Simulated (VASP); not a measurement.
# MgS (P6_3mc) in VASP: a series of runs

MgS is run at these levels: r2SCAN; tasks: single point.

Program: VASP 6.6.1. These are calculated values, not measurements. Logs are shortened: lines on timing, memory, paths and dates and some standing lists are left out, and cuts for length are marked.

### 1 The cell of the first run

The structure is hexagonal, space group P6_3mc (No. 186). The conventional cell has a = 4.029 Å, b = 4.029 Å, c = 6.454 Å, α = 90.00°, β = 90.00°, γ = 120.00°. Within 3.2 Å of Mg (site symmetry 3m) lie 4 S at 2.45 to 2.46 Å. Within 3.2 Å of S (site symmetry 3m) lie 4 Mg at 2.45 to 2.46 Å.

### 2 Single point, r2SCAN

POSCAR reads:

```
MgS
1.0
    4.0286256320      0.0000000000      0.0000000000
   -2.0143128160      3.4888921397      0.0000000000
    0.0000000000      0.0000000000      6.4543927776
Mg S
2 2
Direct
    0.3333333333      0.6666666667     -0.0028727191
    0.6666666667      0.3333333333      0.4971272809
    0.3333333333      0.6666666667      0.3778727191
    0.6666666667      0.3333333333      0.8778727191
```

INCAR.step1 reads:

```
SYSTEM = MgS
PREC     = Accurate       ! precision mode
ENCUT    = 520            ! plane-wave cutoff, eV
ISMEAR   = 0              ! smearing method
SIGMA    = 0.01           ! smearing width, eV
LREAL    = .FALSE.        ! projectors in reciprocal space
LASPH    = .TRUE.         ! aspherical terms in the spheres
NELM     = 80             ! most SCF steps
NBANDS   = 16             ! bands
GGA      = PE             ! functional
ALGO     = Normal         ! electronic algorithm
EDIFF    = 1E-4           ! SCF threshold, eV
LWAVE    = .TRUE.         ! write WAVECAR
LCHARG   = .FALSE.        ! write CHGCAR
```

INCAR.step2 reads:

```
SYSTEM = MgS
PREC     = Accurate       ! precision mode
ENCUT    = 520            ! plane-wave cutoff, eV
EDIFF    = 1E-7           ! SCF threshold, eV
ISMEAR   = 0              ! smearing method
SIGMA    = 0.01           ! smearing width, eV
LREAL    = .FALSE.        ! projectors in reciprocal space
LASPH    = .TRUE.         ! aspherical terms in the spheres
NELM     = 80             ! most SCF steps
ALGO     = Normal         ! electronic algorithm
ISIF     = 2              ! what is computed and relaxed
LWAVE    = .FALSE.        ! write WAVECAR
LCHARG   = .FALSE.        ! write CHGCAR
METAGGA  = R2SCAN         ! meta-GGA
LMIXTAU  = .TRUE.       
NBANDS   = 16             ! bands
ISTART   = 1
```

KPOINTS reads:

```
regular mesh
0
G
  6 6 4
  0 0 0
```

Potentials or basis: VASP PAW PBE potentials, release 64 (Mg, S).

Launch:

```sh
$ cat potpaw_PBE.64/Mg/POTCAR potpaw_PBE.64/S/POTCAR > POTCAR
$ cp INCAR.step1 INCAR
$ mpirun -np 1 vasp_std > vasp.out
$ cp INCAR.step2 INCAR
$ mpirun -np 1 vasp_std > vasp.out
```

OUTCAR:

```text
SYSTEM = MgS
   PREC = Accurate
   ENCUT = 520
   EDIFF = 1E-7
   ISMEAR = 0
   LREAL = .FALSE.
   LASPH = .TRUE.
   NELM = 80
   ISIF = 2
   METAGGA = R2SCAN
   ISTART = 1

 ion  position               nearest neighbor table
   1  0.333  0.667  0.997-   4 2.45   4 2.45   4 2.45   3 2.46
   2  0.667  0.333  0.497-   3 2.45   3 2.45   3 2.45   4 2.46
   3  0.333  0.667  0.378-   2 2.45   2 2.45   2 2.45   1 2.46
   4  0.667  0.333  0.878-   1 2.45   1 2.45   1 2.45   2 2.46

  LATTYP: Found a hexagonal cell.
 ALAT       =     4.0286256320
 C/A-ratio  =     1.6021326793

  Lattice vectors:

 A1 = (   4.0286256320,   0.0000000000,   0.0000000000)
 A2 = (  -2.0143128160,   3.4888921397,   0.0000000000)
 A3 = (   0.0000000000,   0.0000000000,   6.4543927776)

Analysis of symmetry for initial positions (statically):
=====================================================================
 Subroutine PRICEL returns:
 Original cell was already a primitive cell.

 Routine SETGRP: Setting up the symmetry group for a
 hexagonal supercell.

 Subroutine GETGRP returns: Found 12 space group operations
 (whereof  6 operations were pure point group operations)
 out of a pool of 24 trial point group operations.

The static configuration has the point symmetry C_3v.
 The point group associated with its full space group is C_6v.

Analysis of symmetry for dynamics (positions and initial velocities):
=====================================================================
 Subroutine PRICEL returns:
 Original cell was already a primitive cell.

 Routine SETGRP: Setting up the symmetry group for a
 hexagonal supercell.

 Subroutine GETGRP returns: Found 12 space group operations
 (whereof  6 operations were pure point group operations)
 out of a pool of 24 trial point group operations.

The dynamic configuration has the point symmetry C_3v.
 The point group associated with its full space group is C_6v.

 Subroutine INISYM returns: Found 12 space group operations
 (whereof  6 operations are pure point group operations),
 and found     1 'primitive' translations

----------------------------------------------------------------------------------------

                                     Primitive cell

  volume of cell :      90.7193

  direct lattice vectors                    reciprocal lattice vectors
     4.028625632  0.000000000  0.000000000     0.248223611  0.143311968  0.000000000
    -2.014312816  3.488892140  0.000000000     0.000000000  0.286623937  0.000000000
     0.000000000  0.000000000  6.454392778     0.000000000  0.000000000  0.154933242

  length of vectors
     4.028625632  4.028625632  6.454392778     0.286623937  0.286623937  0.154933242

  position of ions in fractional coordinates (direct lattice)
     0.333333333  0.666666667  0.997127281
     0.666666667  0.333333333  0.497127281
     0.333333333  0.666666667  0.377872719
     0.666666667  0.333333333  0.877872719

  ion indices of the primitive-cell ions
   primitive index   ion index
                 1           1
                 2           2
                 3           3
                 4           4

----------------------------------------------------------------------------------------

 KPOINTS: regular mesh

Automatic generation of k-mesh.
 Grid dimensions read from file:
 generate k-points for:    6    6    4

 Generating k-lattice:

  Cartesian coordinates                     Fractional coordinates (reciprocal lattice)
     0.041370602  0.023885328  0.000000000     0.166666667  0.000000000  0.000000000
     0.000000000  0.047770656  0.000000000     0.000000000  0.166666667  0.000000000
     0.000000000  0.000000000  0.038733311     0.000000000  0.000000000  0.250000000

  Length of vectors
     0.047770656  0.047770656  0.038733311

  Shift w.r.t. Gamma in fractional coordinates (k-lattice)
     0.000000000  0.000000000  0.000000000

 Subroutine IBZKPT returns following result:
 ===========================================

 Found     21 irreducible k-points:

 Following reciprocal coordinates:
            Coordinates               Weight
  0.000000  0.000000  0.000000      1.000000
  0.166667  0.000000  0.000000      6.000000
  0.333333  0.000000  0.000000      6.000000
  0.500000  0.000000  0.000000      3.000000
  0.166667  0.166667  0.000000      6.000000
  0.333333  0.166667  0.000000     12.000000
[... 13 lines left out ...]
  0.333333  0.166667  0.500000     12.000000
  0.333333  0.333333  0.500000      2.000000
   k-points           NKPTS =     21   k-points in BZ     NKDIM =     21   number of bands    NBANDS=     16
   number of dos      NEDOS =    301   number of ions     NIONS =      4
   total plane-waves  NPLWV =  43200
   dimension x,y,z NGX =    30 NGY =   30 NGZ =   48
   dimension x,y,z NGXF=    60 NGYF=   60 NGZF=   96
   ions per type =               2   2
   NGX,Y,Z   is equivalent  to a cutoff of  12.38, 12.38, 12.36 a.u.
   NGXF,Y,Z  is equivalent  to a cutoff of  24.76, 24.76, 24.73 a.u.
 SYSTEM =  MgS
   PREC   = accura    normal or accurate (medium, high low for compatibility)
   ISTART =      1    job   : 0-new  1-cont  2-samecut
   ICHARG =      0    charge: 1-file 2-atom 10-const
   ISPIN  =      1    spin polarized calculation?
   LNONCOLLINEAR =      F non collinear calculations
   LSORBIT =      F    spin-orbit coupling
   LASPH  =      T    aspherical Exc in radial PAW
   ENCUT  =  520.0 eV  38.22 Ry    6.18 a.u.   7.49  7.49 12.00*2*pi/ulx,y,z
   NELM   =     80;   NELMIN=  2; NELMDL=  0     # of ELM steps
   EDIFF  = 0.1E-06   stopping-criterion for ELM
   LREAL  =      F    real-space projection
   EDIFFG = 0.1E-05   stopping-criterion for IOM
   NSW    =      0    number of steps for IOM
   IBRION =     -1    ionic relax: 0-MD 1-quasi-New 2-CG
   NFREE  =      0    steps in history (QN), initial steepest desc. (CG)
   ISIF   =      2    stress and relaxation
   ISYM   =      2    0-nonsym 1-usesym 2-fastsym
   POTIM  = 0.5000    time-step for ionic-motion
   TEBEG  =    0.0;   TEEND  =   0.0 temperature during run
   PSTRESS=    0.0 pullay stress
   NELECT =      16.0000    total number of electrons
   NUPDOWN=      -1.0000    fix difference up-down
   EMIN   =  10.00;   EMAX   =-10.00  energy-range for DOS
   EFERMI =   0.00;   METHOD = LEGACY
   ISMEAR =     0;   SIGMA  =   0.01  broadening in eV -4-tet -1-fermi 0-gaus
   EFERMI_NEDOS =   21; number of points for ismear=-14 and -15
   IALGO  =     38    algorithm
   IMIX   =      4    mixing-type and parameters
     AMIX     =   0.40;   BMIX     =  1.00
     AMIX_MAG =   1.60;   BMIX_MAG =  1.00
  volume/ion in A,a.u.               =      22.68       153.05
  Fermi-wavevector in a.u.,A,eV,Ry     =   0.918082  1.734924 11.468008  0.842875
  Thomas-Fermi vector in A             =   2.043124
   LORBIT       =      0    0 simple, 1 ext, 2 COOP (PROOUT), +10 PAW based schemes
   METAGGA = R2SCAN    functional components
   LHFCALC =     F    Hartree Fock is set to
   AEXX    =    0.0000 exact exchange contribution
   IVDW    =     0    specifies the selected vdW correction
   LEPSILON=     F    determine dielectric tensor
   LRPA    =     F    only Hartree local field effects (RPA)
 non-spin polarized calculation
 Gauss-broadening in eV      SIGMA  =   0.01
  energy-cutoff  :      520.00
  volume of cell :       90.72
 maximum number of plane-waves:      2463
 NGX is ok and might be reduce to    30
   NGX = 15   NGY = 15   NGZ = 25

 number of electron      16.0000003 magnetization

 Free energy of the ion-electron system (eV)
  ---------------------------------------------------
  ext. energy  EPLUGINS =         0.00000000
  ---------------------------------------------------
  free energy    TOTEN  =       -30.93579871 eV

  energy without entropy =      -30.93579871  energy(sigma->0) =      -30.93579871

 E-fermi :   0.9567     XC(G=0):  -8.7703

 val. band max:        0.8695394066   @ k =   0.0000   0.0000   0.0000
 cond. band min:       5.0042463371   @ k =   0.0000   0.0000   0.0000
 fundamental gap:      4.1347069305
 Fermi energy:         0.9566835073

 k-point     1 :       0.0000    0.0000    0.0000
  band No.  band energies     occupation
      1     -10.9804      2.00000
      2     -10.2420      2.00000
      3      -2.3597      2.00000
      4       0.3350      2.00000
      5       0.3350      2.00000
      6       0.7522      2.00000
[... 8 lines left out ...]
     15      10.0614      0.00000
     16      10.6919      0.00000

 k-point     2 :       0.1667    0.0000    0.0000
  band No.  band energies     occupation
      1     -10.8440      2.00000
      2     -10.1761      2.00000
      3      -2.1414      2.00000
      4      -0.4179      2.00000
      5      -0.0090      2.00000
      6       0.1262      2.00000
[... 8 lines left out ...]
     15      10.1916      0.00000
     16      10.2227      0.00000

 k-point     3 :       0.3333    0.0000    0.0000
  band No.  band energies     occupation
      1     -10.5205      2.00000
      2     -10.0654      2.00000
      3      -1.6940      2.00000
      4      -1.4675      2.00000
      5      -1.0741      2.00000
      6      -0.2065      2.00000
[... 8 lines left out ...]
     15      10.2170      0.00000
     16      11.7481      0.00000

 k-point     4 :       0.5000    0.0000    0.0000
  band No.  band energies     occupation
      1     -10.2984      2.00000
      2     -10.0531      2.00000
      3      -2.1205      2.00000
      4      -1.5441      2.00000
      5      -1.0052      2.00000
      6      -0.3489      2.00000
[... 8 lines left out ...]
     15      10.6093      0.00000
     16      12.8501      0.00000

 k-point     5 :       0.1667    0.1667    0.0000
  band No.  band energies     occupation
      1     -10.6116      2.00000
      2     -10.0874      2.00000
      3      -1.7475      2.00000
      4      -1.0314      2.00000
      5      -1.0243      2.00000
      6      -0.1492      2.00000
[... 8 lines left out ...]
     15      10.5452      0.00000
     16      10.7864      0.00000

 k-point     6 :       0.3333    0.1667    0.0000
  band No.  band energies     occupation
      1     -10.3086      2.00000
      2     -10.0452      2.00000
      3      -1.8446      2.00000
      4      -1.4159      2.00000
      5      -1.0360      2.00000
      6      -0.7052      2.00000
[... 8 lines left out ...]
     15      10.4415      0.00000
     16      12.0189      0.00000
[... 210 lines left out ...]
 k-point    18 :       0.5000    0.0000    0.5000
  band No.  band energies     occupation
      1     -10.1733      2.00000
      2     -10.1733      2.00000
      3      -2.2217      2.00000
      4      -2.2217      2.00000
      5       0.0049      2.00000
      6       0.0049      2.00000
[... 8 lines left out ...]
     15      11.0923      0.00000
     16      11.0923      0.00000

 k-point    19 :       0.1667    0.1667    0.5000
  band No.  band energies     occupation
      1     -10.3613      2.00000
      2     -10.3613      2.00000
      3      -1.5539      2.00000
      4      -1.5539      2.00000
      5      -0.1452      2.00000
      6      -0.1452      2.00000
[... 8 lines left out ...]
     15      10.4610      0.00000
     16      10.4610      0.00000

 k-point    20 :       0.3333    0.1667    0.5000
  band No.  band energies     occupation
      1     -10.1752      2.00000
      2     -10.1752      2.00000
      3      -2.0130      2.00000
      4      -2.0130      2.00000
      5      -0.5500      2.00000
      6      -0.5500      2.00000
[... 8 lines left out ...]
     15      11.0102      0.00000
     16      11.0102      0.00000

 k-point    21 :       0.3333    0.3333    0.5000
  band No.  band energies     occupation
      1     -10.1112      2.00000
      2     -10.1112      2.00000
      3      -1.8866      2.00000
      4      -1.8866      2.00000
      5      -1.1215      2.00000
      6      -1.1215      2.00000
[... 8 lines left out ...]
     15      10.8294      0.00000
     16      10.8294      0.00000

------------------------ aborting loop because EDIFF is reached ----------------------------------------

  FORCE on cell =-STRESS in cart. coord.  units (eV):
  Direction    XX          YY          ZZ          XY          YZ          ZX
  --------------------------------------------------------------------------------------
  -------------------------------------------------------------------------------------
  Total       -0.1619296     -0.1619296     -0.1488580      0.0000000      0.0000000      0.0000000
  in kB       -2.8598083     -2.8598083     -2.6289542      0.0000000      0.0000000      0.0000000
  external PRESSURE =      -2.7828569 kB  Pullay stress =       0.0000000 kB

 VOLUME and BASIS-vectors are now :
 -----------------------------------------------------------------------------
  energy-cutoff  :      520.00
  volume of cell :       90.72
      direct lattice vectors                 reciprocal lattice vectors
     4.028625632  0.000000000  0.000000000     0.248223611  0.143311968  0.000000000
    -2.014312816  3.488892140  0.000000000     0.000000000  0.286623937  0.000000000
     0.000000000  0.000000000  6.454392778     0.000000000  0.000000000  0.154933242

 POSITION                                       TOTAL-FORCE (eV/Angst)
 -----------------------------------------------------------------------------------
     -0.00000      2.32593      6.43585         0.000000      0.000000      0.002732
      2.01431      1.16296      3.20865        -0.000000      0.000000      0.002732
     -0.00000      2.32593      2.43894         0.000000      0.000000     -0.002732
      2.01431      1.16296      5.66614         0.000000     -0.000000     -0.002732
 -----------------------------------------------------------------------------------
    total drift:                               -0.000000      0.000000      0.011321

  FREE ENERGIE OF THE ION-ELECTRON SYSTEM (eV)
  ---------------------------------------------------
  free  energy   TOTEN  =       -30.9357987067 eV

  energy  without entropy=      -30.9357987067  energy(sigma->0) =      -30.93579871
```

Wall time 1.8 min (1 thread of Intel Xeon Platinum 8488C (Sapphire Rapids), shared host); peak memory 0.21 GiB.

What came out:

- Free energy: -30.9358 eV
- Pressure: -0.3 GPa
- Band gap on the k mesh: 4.13 eV, direct

Forces on the atoms (eV/Å):
```
Mg   0.000  0.000  0.003
Mg   0.000  0.000  0.003
S    0.000  0.000 -0.003
S    0.000  0.000 -0.003
```

Caveat: the PAW data sets were made with another functional, which shifts forces and pressure a little.

### 3 Single point, r2SCAN

POSCAR is that of step 2.

INCAR.step1 reads:

```
ALGO     = Normal         # electronic algorithm
EDIFF    = 1E-4           # SCF threshold, eV
ENCUT    = 520            # plane-wave cutoff, eV
GGA      = PE             # functional
ISMEAR   = 0              # smearing method
LASPH    = True           # aspherical terms in the spheres
LCHARG   = False          # write CHGCAR
LREAL    = False          # projectors in reciprocal space
LWAVE    = True           # write WAVECAR
NBANDS   = 16             # bands
NELM     = 60             # most SCF steps
PREC     = Accurate       # precision mode
SIGMA    = 0.01           # smearing width, eV
```

INCAR.step2 reads:

```
ALGO     = Normal         # electronic algorithm
EDIFF    = 1E-6           # SCF threshold, eV
ENCUT    = 520            # plane-wave cutoff, eV
ISIF     = 2              # what is computed and relaxed
ISMEAR   = 0              # smearing method
ISTART   = 1            
LASPH    = True           # aspherical terms in the spheres
LCHARG   = False          # write CHGCAR
LMIXTAU  = True         
LREAL    = False          # projectors in reciprocal space
LWAVE    = False          # write WAVECAR
METAGGA  = R2SCAN         # meta-GGA
NBANDS   = 16             # bands
NELM     = 60             # most SCF steps
PREC     = Accurate       # precision mode
SIGMA    = 0.01           # smearing width, eV
```

KPOINTS reads:

```
k-points
0
Gamma
  6 6 4
```

Potentials or basis: VASP PAW PBE potentials, release 64 (Mg, S).

Launch:

```sh
$ cat potpaw_PBE.64/Mg/POTCAR potpaw_PBE.64/S/POTCAR > POTCAR
$ cp INCAR.step1 INCAR
$ mpirun -np 1 vasp_std > vasp.out
$ cp INCAR.step2 INCAR
$ mpirun -np 1 vasp_std > vasp.out
```

It took 84 s on 1 thread of Intel Xeon Platinum 8488C (Sapphire Rapids), shared host; peak memory 0.21 GiB.

Results (log left out):

```
Free energy            : -30.9358 eV
Pressure               : -0.3 GPa
Band gap on the k mesh : 4.13 eV, direct
```

Forces on the atoms (eV/Å):
```
Mg   0.000  0.000  0.003
Mg   0.000  0.000  0.003
S    0.000  0.000 -0.003
S    0.000  0.000 -0.003
```

Levels at points of the mesh, in eV from the valence-band top:
```csv
k point,band 6,band 7,band 8,band 9,band 10,band 11
"(0.00, 0.00, 0.00)",-0.12,-0.12,0.00,4.13,5.41,8.14
"(0.50, 0.00, 0.00)",-1.22,-0.92,-0.44,5.30,5.70,6.46
"(0.00, 0.00, 0.50)",-0.33,-0.33,-0.33,5.61,5.61,8.28
"(0.50, 0.00, 0.50)",-0.86,-0.80,-0.80,5.19,5.19,6.93
```

Caveat: the PAW data sets were made with another functional, which shifts forces and pressure a little.
